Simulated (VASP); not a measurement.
# MgO (P6_3mc) in VASP: further runs

MgO is run at these levels: PBE; tasks: single point.

Everything below comes from runs of VASP 6.6.1. Logs are shortened: lines on timing, memory, paths and dates and some standing lists are left out, and cuts for length are marked.

### Step 1. The cell of the first run

Symmetry: P6_3mc, No. 186, hexagonal system. Conventional cell: a = 3.144 Å, b = 3.144 Å, c = 10.075 Å, α = 90.00°, β = 90.00°, γ = 120.00°. Within 2.5 Å of Mg (site symmetry 3m) lie 4 O at 1.91 Å. Mg (site symmetry 3m) has 4 O at 1.91 to 1.93 Å within 2.5 Å. Within 2.5 Å of O (site symmetry 3m) lie 4 Mg at 1.91 Å. O (site symmetry 3m) has 4 Mg at 1.91 to 1.93 Å within 2.5 Å.

### Step 2. Single point, PBE (volume 10.779 Å^3 an atom, c/a of the conventional cell 3.2049)

Contents of INCAR:

```
SYSTEM = MgO
PREC = Accurate
ENCUT = 520
EDIFF = 1E-6
ISMEAR = 0
SIGMA = 0.05
LREAL = .False.
LASPH = .True.
NELM = 60
ALGO = Normal
ISIF = 2
LWAVE = .False.
LCHARG = .False.
GGA = PE
NBANDS = 26
```

Contents of KPOINTS:

```
Automatic mesh
0
Gamma
  9 9 4
  0 0 0
```

Contents of POSCAR:

```
MgO
1.0
    3.1436864021      0.0000000000      0.0000000000
   -1.5718432011      2.7225122857      0.0000000000
    0.0000000000      0.0000000000     10.0753326563
Mg O
4 4
Direct
    0.3333333333      0.6666666667      0.9694906392
    0.0000000000      0.0000000000      0.2208211786
    0.0000000000      0.0000000000      0.7208211786
    0.6666666667      0.3333333333      0.4694906392
    0.3333333333      0.6666666667      0.7800420079
    0.0000000000      0.0000000000      0.5296443544
    0.0000000000      0.0000000000      0.0296443544
    0.6666666667      0.3333333333      0.2800420079
```

Potentials or basis: VASP PAW PBE potentials, release 64 (Mg, O).

On the command line:

```sh
$ cat potpaw_PBE.64/Mg/POTCAR potpaw_PBE.64/O/POTCAR > POTCAR
$ mpirun -np 1 vasp_std > vasp.out
```

OUTCAR:

```text
SYSTEM = MgO
   PREC = Accurate
   ENCUT = 520
   EDIFF = 1E-6
   ISMEAR = 0
   LREAL = .False.
   LASPH = .True.
   NELM = 60
   ISIF = 2
   GGA = PE

 ion  position               nearest neighbor table
   1  0.333  0.667  0.969-   5 1.91   7 1.91   7 1.91   7 1.91   3 3.09   3 3.09   3 3.09   2 3.12
                             2 3.12   2 3.12
   2  0.000  0.000  0.221-   8 1.91   8 1.91   8 1.91   7 1.93   4 3.09   4 3.09   4 3.09   1 3.12
                             1 3.12   1 3.12
   3  0.000  0.000  0.721-   5 1.91   5 1.91   5 1.91   6 1.93   1 3.09   1 3.09   1 3.09   4 3.12
                             4 3.12   4 3.12
   4  0.667  0.333  0.469-   8 1.91   6 1.91   6 1.91   6 1.91   2 3.09   2 3.09   2 3.09   3 3.12
                             3 3.12   3 3.12
   5  0.333  0.667  0.780-   1 1.91   3 1.91   3 1.91   3 1.91
   6  0.000  0.000  0.530-   4 1.91   4 1.91   4 1.91   3 1.93
   7  0.000  0.000  0.030-   1 1.91   1 1.91   1 1.91   2 1.93
   8  0.667  0.333  0.280-   4 1.91   2 1.91   2 1.91   2 1.91

  LATTYP: Found a hexagonal cell.
 ALAT       =     3.1436864021
 C/A-ratio  =     3.2049420227

  Lattice vectors:

 A1 = (   3.1436864021,   0.0000000000,   0.0000000000)
 A2 = (  -1.5718432011,   2.7225122857,   0.0000000000)
 A3 = (   0.0000000000,   0.0000000000,  10.0753326563)

Analysis of symmetry for initial positions (statically):
=====================================================================
 Subroutine PRICEL returns:
 Original cell was already a primitive cell.

 Routine SETGRP: Setting up the symmetry group for a
 hexagonal supercell.

 Subroutine GETGRP returns: Found 12 space group operations
 (whereof  6 operations were pure point group operations)
 out of a pool of 24 trial point group operations.

The static configuration has the point symmetry C_3v.
 The point group associated with its full space group is C_6v.

Analysis of symmetry for dynamics (positions and initial velocities):
=====================================================================
 Subroutine PRICEL returns:
 Original cell was already a primitive cell.

 Routine SETGRP: Setting up the symmetry group for a
 hexagonal supercell.

 Subroutine GETGRP returns: Found 12 space group operations
 (whereof  6 operations were pure point group operations)
 out of a pool of 24 trial point group operations.

The dynamic configuration has the point symmetry C_3v.
 The point group associated with its full space group is C_6v.

 Subroutine INISYM returns: Found 12 space group operations
 (whereof  6 operations are pure point group operations),
[... 109 lines left out ...]
   LREAL  =      F    real-space projection
   EDIFFG = 0.1E-04   stopping-criterion for IOM
   NSW    =      0    number of steps for IOM
   IBRION =     -1    ionic relax: 0-MD 1-quasi-New 2-CG
   NFREE  =      0    steps in history (QN), initial steepest desc. (CG)
   ISIF   =      2    stress and relaxation
   ISYM   =      2    0-nonsym 1-usesym 2-fastsym
   POTIM  = 0.5000    time-step for ionic-motion
   TEBEG  =    0.0;   TEEND  =   0.0 temperature during run
   PSTRESS=    0.0 pullay stress
   NELECT =      32.0000    total number of electrons
   NUPDOWN=      -1.0000    fix difference up-down
   EMIN   =  10.00;   EMAX   =-10.00  energy-range for DOS
   EFERMI =   0.00;   METHOD = LEGACY
   ISMEAR =     0;   SIGMA  =   0.05  broadening in eV -4-tet -1-fermi 0-gaus
   EFERMI_NEDOS =   21; number of points for ismear=-14 and -15
   IALGO  =     38    algorithm
   IMIX   =      4    mixing-type and parameters
     AMIX     =   0.40;   BMIX     =  1.00
     AMIX_MAG =   1.60;   BMIX_MAG =  1.00
  volume/ion in A,a.u.               =      10.78        72.74
  Fermi-wavevector in a.u.,A,eV,Ry     =   1.176437  2.223144 18.830517  1.384004
  Thomas-Fermi vector in A             =   2.312801
   LORBIT       =      0    0 simple, 1 ext, 2 COOP (PROOUT), +10 PAW based schemes
   GGA     = PE    functional components
   LHFCALC =     F    Hartree Fock is set to
   AEXX    =    0.0000 exact exchange contribution
   IVDW    =     0    specifies the selected vdW correction
   LEPSILON=     F    determine dielectric tensor
   LRPA    =     F    only Hartree local field effects (RPA)
 non-spin polarized calculation
 Gauss-broadening in eV      SIGMA  =   0.05
  energy-cutoff  :      520.00
  volume of cell :       86.23
 maximum number of plane-waves:      2344
 NGX is ok and might be reduce to    24
   NGX = 11   NGY = 11   NGZ = 37

 number of electron      31.9999982 magnetization

 Free energy of the ion-electron system (eV)
  ---------------------------------------------------
  ext. energy  EPLUGINS =         0.00000000
  ---------------------------------------------------
  free energy    TOTEN  =       -46.31325033 eV

  energy without entropy =      -46.31325033  energy(sigma->0) =      -46.31325033

 E-fermi :   1.6787     XC(G=0): -10.1440

 val. band max:        1.4068532494   @ k =   0.0000   0.0000   0.0000
 cond. band min:       5.5938226033   @ k =   0.0000   0.0000   0.0000
 fundamental gap:      4.1869693540
 Fermi energy:         1.6787392504

 k-point     1 :       0.0000    0.0000    0.0000
  band No.  band energies     occupation
      1     -14.8914      2.00000
      2     -14.4928      2.00000
      3     -14.4750      2.00000
      4     -14.0350      2.00000
      5      -1.9702      2.00000
      6      -0.6537      2.00000
[... 685 lines left out ...]
     25      15.7430      0.00000
     26      15.7748      0.00000

 [... further k-points ...]
[... 5 lines left out ...]
  --------------------------------------------------------------------------------------
  -------------------------------------------------------------------------------------
  Total       10.1830511     10.1830511      9.7511390     -0.0000000      0.0000000      0.0000000
  in kB      189.1995279    189.1995279    181.1746665     -0.0000000      0.0000000      0.0000000
  external PRESSURE =     186.5245741 kB  Pullay stress =       0.0000000 kB

 VOLUME and BASIS-vectors are now :
 -----------------------------------------------------------------------------
  energy-cutoff  :      520.00
  volume of cell :       86.23
      direct lattice vectors                 reciprocal lattice vectors
     3.143686402  0.000000000  0.000000000     0.318097886  0.183653900  0.000000000
    -1.571843201  2.722512286  0.000000000     0.000000000  0.367307801  0.000000000
     0.000000000  0.000000000 10.075332656     0.000000000  0.000000000  0.099252306

 POSITION                                       TOTAL-FORCE (eV/Angst)
 -----------------------------------------------------------------------------------
     -0.00000      1.81501      9.76794        -0.000000     -0.000000      0.050181
      0.00000      0.00000      2.22485         0.000000     -0.000000      0.010411
      0.00000      0.00000      7.26251        -0.000000      0.000000      0.010411
      1.57184      0.90750      4.73027         0.000000      0.000000      0.050181
     -0.00000      1.81501      7.85918         0.000000      0.000000     -0.060278
      0.00000      0.00000      5.33634         0.000000      0.000000     -0.000314
      0.00000      0.00000      0.29868        -0.000000     -0.000000     -0.000314
      1.57184      0.90750      2.82152         0.000000      0.000000     -0.060278
 -----------------------------------------------------------------------------------
    total drift:                                0.000000      0.000001      0.000008

  FREE ENERGIE OF THE ION-ELECTRON SYSTEM (eV)
  ---------------------------------------------------
  free  energy   TOTEN  =       -46.3132503346 eV

  energy  without entropy=      -46.3132503346  energy(sigma->0) =      -46.31325033
```

It took 31 s on 1 thread of Intel Xeon 6975P-C (Granite Rapids), shared host; peak memory 0.22 GiB.

Results:

| Quantity | Value |
| --- | --- |
| Free energy | -46.3133 eV |
| Pressure | 18.7 GPa |
| Largest force | 0.060 eV/Å |
| Band gap on the k mesh | 4.19 eV, direct |

Forces in eV/Å, atoms in the order of the input:
```
Mg   0.000  0.000  0.050
Mg   0.000  0.000  0.010
Mg   0.000  0.000  0.010
Mg   0.000  0.000  0.050
O    0.000  0.000 -0.060
O    0.000  0.000  0.000
O    0.000  0.000  0.000
O    0.000  0.000 -0.060
```

### Step 3. Single point, PBE (volume 10.779 Å^3 an atom, c/a of the conventional cell 2.8388)

Contents of INCAR:

```
PREC = Accurate
ENCUT = 520
EDIFF = 1E-6
ISMEAR = 0
SIGMA = 0.05
LREAL = F
LASPH = T
NELM = 60
ALGO = Normal
ISIF = 2
LWAVE = F
LCHARG = T
GGA = PE
LELF = T
LVHAR = T
NBANDS = 26
```

Contents of KPOINTS:

```
Automatic mesh
0
Gamma
  9 9 4
```

Changes to POSCAR since step 2:

```diff
@@ -2,5 +2,5 @@
 1.0
-    3.1436864021      0.0000000000      0.0000000000
-   -1.5718432011      2.7225122857      0.0000000000
-    0.0000000000      0.0000000000     10.0753326563
+    3.2734145631      0.0000000000      0.0000000000
+   -1.6367072816      2.8348601688      0.0000000000
+    0.0000000000      0.0000000000      9.2925692618
 Mg O
```

Potentials or basis: VASP PAW PBE potentials, release 64 (Mg, O).

On the command line:

```sh
$ cat potpaw_PBE.64/Mg/POTCAR potpaw_PBE.64/O/POTCAR > POTCAR
$ mpirun -np 1 vasp_std > vasp.out
```

OUTCAR:

```text
PREC = Accurate
   ENCUT = 520
   EDIFF = 1E-6
   ISMEAR = 0
   LREAL = F
   LASPH = T
   NELM = 60
   ISIF = 2
   GGA = PE

 ion  position               nearest neighbor table
   1  0.333  0.667  0.969-   5 1.76   7 1.97   7 1.97   7 1.97   3 2.99   3 2.99   3 2.99   2 3.00
                             2 3.00   2 3.00
   2  0.000  0.000  0.221-   7 1.78   8 1.97   8 1.97   8 1.97   4 2.99   4 2.99   4 2.99   1 3.00
                             1 3.00   1 3.00
   3  0.000  0.000  0.721-   6 1.78   5 1.97   5 1.97   5 1.97   1 2.99   1 2.99   1 2.99   4 3.00
                             4 3.00   4 3.00
   4  0.667  0.333  0.469-   8 1.76   6 1.97   6 1.97   6 1.97   2 2.99   2 2.99   2 2.99   3 3.00
                             3 3.00   3 3.00
   5  0.333  0.667  0.780-   1 1.76   3 1.97   3 1.97   3 1.97
   6  0.000  0.000  0.530-   3 1.78   4 1.97   4 1.97   4 1.97
   7  0.000  0.000  0.030-   2 1.78   1 1.97   1 1.97   1 1.97
   8  0.667  0.333  0.280-   4 1.76   2 1.97   2 1.97   2 1.97

  LATTYP: Found a hexagonal cell.
 ALAT       =     3.2734145631
 C/A-ratio  =     2.8388000000

  Lattice vectors:

 A1 = (   3.2734145631,   0.0000000000,   0.0000000000)
 A2 = (  -1.6367072816,   2.8348601688,   0.0000000000)
[... 193 lines left out ...]
 cond. band min:       5.5194605550   @ k =   0.0000   0.0000   0.0000
 fundamental gap:      3.8450587769
 Fermi energy:         1.8837495728

 k-point     1 :       0.0000    0.0000    0.0000
  band No.  band energies     occupation
      1     -14.8952      2.00000
      2     -14.4206      2.00000
      3     -14.3360      2.00000
      4     -13.8160      2.00000
      5      -1.6491      2.00000
      6      -0.4628      2.00000
[... 685 lines left out ...]
     25      15.4789      0.00000
     26      15.6011      0.00000

 [... further k-points ...]
[... 5 lines left out ...]
  --------------------------------------------------------------------------------------
  -------------------------------------------------------------------------------------
  Total        3.8094718      3.8094718     27.2686890     -0.0000000     -0.0000000      0.0000000
  in kB       70.7794016     70.7794016    506.6480571     -0.0000000     -0.0000000      0.0000000
  external PRESSURE =     216.0689534 kB  Pullay stress =       0.0000000 kB

 VOLUME and BASIS-vectors are now :
 -----------------------------------------------------------------------------
  energy-cutoff  :      520.00
  volume of cell :       86.23
      direct lattice vectors                 reciprocal lattice vectors
     3.273414563  0.000000000  0.000000000     0.305491401  0.176375542  0.000000000
    -1.636707282  2.834860169  0.000000000     0.000000000  0.352751085  0.000000000
     0.000000000  0.000000000  9.292569262     0.000000000  0.000000000  0.107612865

 POSITION                                       TOTAL-FORCE (eV/Angst)
 -----------------------------------------------------------------------------------
     -0.00000      1.88991      9.00906         0.000000     -0.000000      2.583418
      0.00000      0.00000      2.05200         0.000000     -0.000000      2.590884
      0.00000      0.00000      6.69828        -0.000000      0.000000      2.590884
      1.63671      0.94495      4.36277        -0.000000      0.000000      2.583418
     -0.00000      1.88991      7.24859        -0.000000     -0.000000     -2.675885
      0.00000      0.00000      4.92176         0.000000      0.000000     -2.498418
      0.00000      0.00000      0.27547        -0.000000      0.000000     -2.498418
      1.63671      0.94495      2.60231         0.000000      0.000000     -2.675885
 -----------------------------------------------------------------------------------
    total drift:                               -0.000000     -0.000000     -0.000786

  FREE ENERGIE OF THE ION-ELECTRON SYSTEM (eV)
  ---------------------------------------------------
  free  energy   TOTEN  =       -45.4232861455 eV

  energy  without entropy=      -45.4232861455  energy(sigma->0) =      -45.42328615
```

OSZICAR:

```text
N       E                     dE             d eps       ncg     rms          rms(c)
DAV:   1     0.145015196996E+03    0.14502E+03   -0.14748E+04  1872   0.108E+03
DAV:   2    -0.443438846191E+02   -0.18936E+03   -0.17990E+03  2438   0.244E+02
DAV:   3    -0.546081462990E+02   -0.10264E+02   -0.10216E+02  2340   0.567E+01
DAV:   4    -0.546684457468E+02   -0.60299E-01   -0.60284E-01  2172   0.504E+00
DAV:   5    -0.546687895005E+02   -0.34375E-03   -0.34371E-03  2352   0.380E-01    0.172E+01
DAV:   6    -0.455276425237E+02    0.91411E+01   -0.31319E+01  2022   0.330E+01    0.518E+00
DAV:   7    -0.454521709552E+02    0.75472E-01   -0.44799E-01  2032   0.410E+00    0.320E+00
DAV:   8    -0.454251617224E+02    0.27009E-01   -0.17211E-01  2146   0.390E+00    0.565E-01
DAV:   9    -0.454216345845E+02    0.35271E-02   -0.17269E-02  2358   0.854E-01    0.170E-01
DAV:  10    -0.454232929729E+02   -0.16584E-02   -0.28861E-03  2002   0.316E-01    0.981E-02
DAV:  11    -0.454232748150E+02    0.18158E-04   -0.39694E-04  2188   0.139E-01    0.203E-02
DAV:  12    -0.454232863287E+02   -0.11514E-04   -0.23306E-05  2034   0.359E-02    0.109E-02
DAV:  13    -0.454232861455E+02    0.18314E-06   -0.83741E-06  2178   0.195E-02
   1 F= -.45423286E+02 E0= -.45423286E+02  d E =-.213249E-11
```

stdout:

```text
POSCAR found type information on POSCAR MgO
 POSCAR found :  2 types and       8 ions
 scaLAPACK will be used
 LDA part: xc-table for (Slater+PW92), standard interpolation
 POSCAR, INCAR and KPOINTS ok, starting setup
 FFT: planning ... GRIDC
 FFT: planning ... GRID_SOFT
 FFT: planning ... GRID
 WAVECAR not read
 entering main loop
```

It took 28 s on 1 thread of Intel Xeon 6975P-C (Granite Rapids), shared host; peak memory 0.22 GiB.

Results:

```
Free energy            : -45.4233 eV
Pressure               : 21.6 GPa
Largest force          : 2.676 eV/Å
Band gap on the k mesh : 3.85 eV, direct
```

Forces on the atoms (eV/Å):
```
Mg   0.000  0.000  2.583
Mg   0.000  0.000  2.591
Mg   0.000  0.000  2.591
Mg   0.000  0.000  2.583
O    0.000  0.000 -2.676
O    0.000  0.000 -2.498
O    0.000  0.000 -2.498
O    0.000  0.000 -2.676
```

Stress tensor (GPa, compression positive):
```
 7.08  0.00  0.00
 0.00  7.08  0.00
 0.00  0.00 50.66
```

Caveat: forces of over 1 eV/Å act on the atoms, so gaps and moduli don't describe the material at rest. A k mesh can miss the band edges.

(Continued in part 2 of 2.)
